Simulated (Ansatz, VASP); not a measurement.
CuAu: VASP beside Ansatz

Contents of INCAR:

```
SYSTEM = CuAu
ALGO     = Normal         ! electronic algorithm
EDIFF    = 1E-7           ! SCF threshold, eV
ENCUT    = 520            ! plane-wave cutoff, eV
GGA      = PS             ! functional
ISIF     = 2              ! what is computed and relaxed
ISMEAR   = -1             ! smearing method
LASPH    = .True.         ! aspherical terms in the spheres
LCHARG   = .False.        ! write CHGCAR
LREAL    = .False.        ! projectors in reciprocal space
LWAVE    = .False.        ! write WAVECAR
NBANDS   = 18             ! bands
NELM     = 100            ! most SCF steps
PREC     = Accurate       ! precision mode
SIGMA    = 0.05           ! smearing width, eV
```

File KPOINTS:

```
k-points
0
Gamma
  11 11 8
  0 0 0
```

File POSCAR:

```
CuAu
1.0
    2.8507024026      0.0000000000      0.0000000000
    0.0000000000      2.8507024026      0.0000000000
    0.0000000000      0.0000000000      3.5816088600
Cu Au
1 1
Direct
    0.4400000000      0.4400000000      0.4400000000
    0.0600000000      0.0600000000      0.0600000000
```

Input for Ansatz:

```yaml
crystal:
  lattice:
    - [2.8507024026, 0.0, 0.0]
    - [0.0, 2.8507024026, 0.0]
    - [0.0, 0.0, 3.58160886]
  atoms:
    - { symbol: Cu, position: [0.44, 0.44, 0.44] }
    - { symbol: Au, position: [0.06, 0.06, 0.06] }
kpoints:
  mp_grid: { grid: [11, 11, 8] }
scf:
  occupations: { method: fermi_dirac, width: 0.05 }
hamiltonian:
  xc: pbesol
  pseudopotentials: { kind: all_electron, lapw: { basis_error: 0.001 } }
output:
  forces: true
  stress: true
  eigenvalues: true
  populations: true
```

Change from the starting cell: shortest bond scaled by 0.76, LAPW.

Alike in both runs: task single point; functional PBEsol; k mesh 11 × 11 × 8; occupations fermi-dirac, width 0.05 eV; no spin polarisation.

|  | VASP | Ansatz |
| --- | --- | --- |
| version | VASP 6.6.1 | Ansatz 0.2.0 |
| potentials or method | VASP PAW PBE potentials, release 64 (Cu, Au), cutoff 520 eV | all-electron LAPW, scalar-relativistic |

Ansatz gave:

```
pressure (GPa)                                                : 32.3
traceless stress, the component that is largest in VASP (GPa) : 29.34
rms of the force components (eV/Å)                            : 5.146
```

Question: Which values does VASP return?

Answer: Pressure (GPa): 32.1; traceless stress, the component that is largest in VASP (GPa): 29.08; rms of the force components (eV/Å): 5.108.

VASP's potentials were made for PBE, not for PBEsol. Atom by atom the forces differ by 0.039 eV/Å (rms over components). Both programs put the cell under a high pressure, so it lies far from rest at this level. Ansatz ran all-electron here, and VASP with PAW potentials.

Neither program's run includes spin-orbit coupling.
